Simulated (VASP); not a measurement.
# NaH: single point with PBEsol

The system is NaH.

```xyz
2
Lattice="0.0000 2.3975 2.3975 2.3975 0.0000 2.3975 2.3975 2.3975 0.0000" Properties=species:S:1:pos:R:3 pbc="T T T"
Na    0.0000    0.0000    0.0000
H     2.3975    2.3975    2.3975
```

```json
{
  "Program": "VASP 6.6.1",
  "Task": "single point",
  "Functional": "PBEsol",
  "Potentials or basis": "VASP PAW PBE potentials, release 64 (Na_pv, H)",
  "Cutoff": "500 eV",
  "k mesh": "6 × 6 × 6",
  "Occupations": "methfessel-paxton, width 0.001 eV",
  "Spin": "no spin polarisation",
  "Dipole correction": "no",
  "Further INCAR settings": "ALGO = Normal; EDIFF = 1e-06; NBANDS = 11"
}
```

```json
{
 "Pressure": "-0.1 GPa",
 "Band gap on the k mesh": "3.65 eV, indirect (least direct gap 4.51 eV)"
}
```

Levels at points of the mesh, in eV from the valence-band top:
```
           k point  band 2  band 3  band 4  band 5  band 6  band 7
(0.00, 0.00, 0.00)  -21.91  -21.91   -3.74   10.67   15.62   15.62
(0.50, 0.00, 0.00)  -21.92  -21.92   -0.86    3.65   10.84   13.42
(0.50, 0.50, 0.00)  -21.95  -21.95   -0.14    4.50    9.91   10.69
```

Wall time 20 s on 1 thread of AMD EPYC 7R43 64-Core Processor (Zen 3), on a shared host, peak memory 0.11 GiB.

Caveat: the PAW data sets were made with another functional, which shifts forces and pressure a little. A k mesh can miss the band edges.
